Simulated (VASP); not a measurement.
SrO:

```
CELL_PARAMETERS angstrom
0.00000 2.71972 2.57989
2.57989 0.00000 2.57989
2.57989 2.71972 0.00000
ATOMIC_POSITIONS crystal
Sr 0.50000 0.50000 0.50000
O 0.00000 0.00000 0.00000
```

This cell differs from its parent crystal: uniaxial y strain +5.4%.

Base run:

```yaml
Program: VASP 6.6.1
Functional: r2SCAN
Potentials_or_basis: VASP PAW PBE potentials, release 64 (Sr_sv, O)
Cutoff: 520 eV
k_mesh: 8 × 8 × 8
Occupations: gaussian, width 0.01 eV
Spin: no spin polarisation
```

Its results: band gap on the k mesh 3.67 eV, indirect (least direct gap 3.78 eV); pressure -3.5 GPa.

**Question.** The run is repeated on the same cell with these changes: functional from r2SCAN to PBE; occupations from gaussian, width 0.01 eV to fermi-dirac, width 0.02 eV. What comes out?

**Answer.** Band gap on the k mesh 3.20 eV, indirect (least direct gap 3.31 eV); pressure -1.6 GPa.

Caveats: the PAW data sets were made with another functional, which shifts forces and pressure a little (some runs).

A k mesh can miss the band edges.
